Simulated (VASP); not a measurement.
Wanted: the native input for a VASP 6.6.1 run.

* Task: single point
* Functional: PBEsol
* Potentials or basis: VASP PAW PBE potentials, release 64 (Li_sv, Mg)
* Cutoff: 520 eV
* k mesh: 14 × 14 × 14
* Occupations: gaussian, width 0.15 eV
* Spin: no spin polarisation
* Dipole correction: no
* Further INCAR settings: ALGO = Normal; EDIFF = 1e-07; NBANDS = 10

The structure of LiMg lies in POSCAR:

```
LiMg
1.0
    3.5470942500      0.0000000000      0.0000000000
    0.0000000000      3.5470942500      0.0000000000
    0.0000000000      0.0000000000      3.7302405000
Li Mg
1 1
Direct
    0.0000000000      0.0000000000      0.0000000000
    0.5000000000      0.5000000000      0.5000000000
```

This cell differs from its parent crystal: strain +0.050 along x and y, +0.050 along z.

One way to write it, as run:

INCAR

```
ALGO = Normal
EDIFF = 1E-7
ENCUT = 520
GGA = PS
ISIF = 2
ISMEAR = 0
LASPH = T
LCHARG = F
LREAL = F
LWAVE = F
NBANDS = 10
NELM = 60
PREC = Accurate
SIGMA = 0.15
```

KPOINTS

```
k-points
0
Gamma
  14 14 14
```

Potentials or basis: VASP PAW PBE potentials, release 64 (Li_sv, Mg).

Command:

```sh
$ cat potpaw_PBE.64/Li_sv/POTCAR potpaw_PBE.64/Mg/POTCAR > POTCAR
$ mpirun -np 1 vasp_std > vasp.out
```

Wall time 100 s on 1 thread of Intel(R) Xeon(R) Platinum 8259CL CPU @ 2.50GHz (Skylake/Cascade Lake) (shared host), peak memory 0.27 GiB.
